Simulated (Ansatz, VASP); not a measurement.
One calculation of Ir, two programs

The input INCAR:

```
ALGO = Fast
EDIFF = 1E-7
ENCUT = 520
GGA = PE
ISIF = 2
ISMEAR = 0
LASPH = True
LCHARG = False
LREAL = False
LWAVE = False
NBANDS = 10
NELM = 60
PREC = Accurate
SIGMA = 0.15
```

Contents of KPOINTS:

```
k-points
0
Gamma
  22 22 22
```

POSCAR

```
Ir
1.0
    0.0000000000      2.2549442970      1.4936751023
    2.2549442970      0.0000000000      1.4936751023
    2.2549442970      2.2549442970      0.0000000000
Ir
1
Direct
    0.0000000000      0.0000000000      0.0000000000
```

Input for Ansatz:

```yaml
crystal:
  lattice:
    - [0.0, 2.254944297, 1.4936751023]
    - [2.254944297, 0.0, 1.4936751023]
    - [2.254944297, 2.254944297, 0.0]
  atoms:
    - { symbol: Ir, position: [0.0, 0.0, 0.0] }
basis:
  ecutwfc: 420
kpoints:
  mp_grid: { grid: [22, 22, 22] }
hamiltonian:
  xc: pbe
  pseudopotentials: { kind: paw, azcp: { folder: soft_1 } }
scf:
  occupations: { method: gaussian, width: 0.15 }
output:
  forces: true
  stress: true
  eigenvalues: true
```

Alike in both runs: task single point; functional PBE; k mesh 22 × 22 × 22; occupations gaussian, width 0.15 eV; no spin polarisation.

```csv
,VASP,Ansatz
version,VASP 6.6.1,Ansatz 0.2.0
potentials or method,"VASP PAW PBE potentials, release 64 (Ir), cutoff 520 eV","scalar-relativistic, plane waves, PAW"
valence electrons in the cell,9,17
```

|  | VASP | Ansatz | Ansatz less VASP |
| --- | --- | --- | --- |
| gap on the k mesh at the Fermi level (eV) | none | none | - |
| pressure (GPa) | -3.6 | -4.1 | -0.49 |
| traceless stress, the component that is largest in VASP (GPa) | -18.36 | -18.66 | -0.301 |

A gap of «none» marks a metal or a gap that the smearing closes. VASP's potentials hold 9 valence electrons a cell and Ansatz's 17, so a difference there can come from the potentials and not from the codes.

Spin-orbit coupling is off throughout.
